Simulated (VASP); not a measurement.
Ho4Pd: relaxation of cell and atoms with PBE

Ho4Pd:

```
Ho Pd
1.0
     5.41568    0.00000    0.00000
     0.00000    5.41568    0.00000
     0.00000    0.00000    5.41568
Ho Pd
4 1
Direct
  0.00000 0.50000 0.50000
  0.50000 0.50000 0.00000
  0.50000 0.00000 0.50000
  0.00000 0.00000 0.00000
  0.50000 0.50000 0.50000
```

The cell was built from a structure type or drawn by symmetry, and may not be a known phase.

```yaml
Program: VASP 6.6.1
Task: relaxation of cell and atoms
Functional: PBE
Potentials_or_basis: VASP PAW PBE potentials, release 64 (Ho_3, Pd), 4f in core
Cutoff: 500 eV
k_mesh: 8 × 8 × 8
Occupations: gaussian, width 0.1 eV
Spin: no spin polarisation
Dipole_correction: no
Mended: yes
Further_INCAR_settings: ALGO = Normal; EDIFF = 1e-07; IBRION = 2; EDIFFG = -0.01; NSW = 100; ISIF = 3
```

* Relaxed volume: 31.97 Å³/atom
* Relaxed cell: a = 5.427 Å, b = 5.427 Å, c = 5.427 Å, α = 90.00°, β = 90.00°, γ = 90.00°
* Space group after relaxing (to 0.1 Å): Pm-3m (No. 221)
* Energy gained by relaxing: 0.2 meV/atom
* Ionic steps: 3
* Pressure after relaxing: 0.0 GPa
* Band gap on the k mesh: zero (bands 23 and 24 overlap by 0.54 eV)

Step by step:
```csv
step,energy change (eV),largest force (eV/Å),pressure (GPa),volume (Å³)
1,0.0000,0.0000,0.34,158.84
2,-0.0008,0.0000,-0.17,160.42
3,-0.0011,0.0000,0.00,159.87
```

Final structure:
```
CELL_PARAMETERS angstrom
5.42740 0.00000 0.00000
0.00000 5.42740 0.00000
0.00000 0.00000 5.42740
ATOMIC_POSITIONS crystal
Ho 0.00000 0.50000 0.50000
Ho 0.50000 0.50000 0.00000
Ho 0.50000 0.00000 0.50000
Ho 0.00000 0.00000 0.00000
Pd 0.50000 0.50000 0.50000
```

Levels at points of the mesh, in eV from the Fermi level:
```
           k point  band 20  band 21  band 22  band 23  band 24  band 25  band 26  band 27
(0.00, 0.00, 0.00)    -1.55    -1.55     0.02     0.02     0.02     0.95     0.95     0.95
(0.50, 0.00, 0.00)    -1.18    -0.69    -0.24    -0.24     0.17     0.69     0.70     0.70
(0.50, 0.50, 0.00)    -2.35    -1.82    -0.27     0.21     0.22     0.29     0.29     0.50
(0.50, 0.50, 0.50)    -2.51    -2.17    -1.35     0.33     0.33     0.33     0.92     0.92
```

Run time: 4.1 min on 1 thread of Intel(R) Xeon(R) Platinum 8375C CPU @ 2.90GHz (Ice Lake), with other jobs on the host, peak memory 0.32 GiB.

Caveat: spin-orbit coupling is left out, which moves the levels of the heavy elements; the 4f electrons are frozen in the core, so they carry no moment and show no levels. Spin polarisation is off, so any magnetic state and its effect on volume and gap are missing.
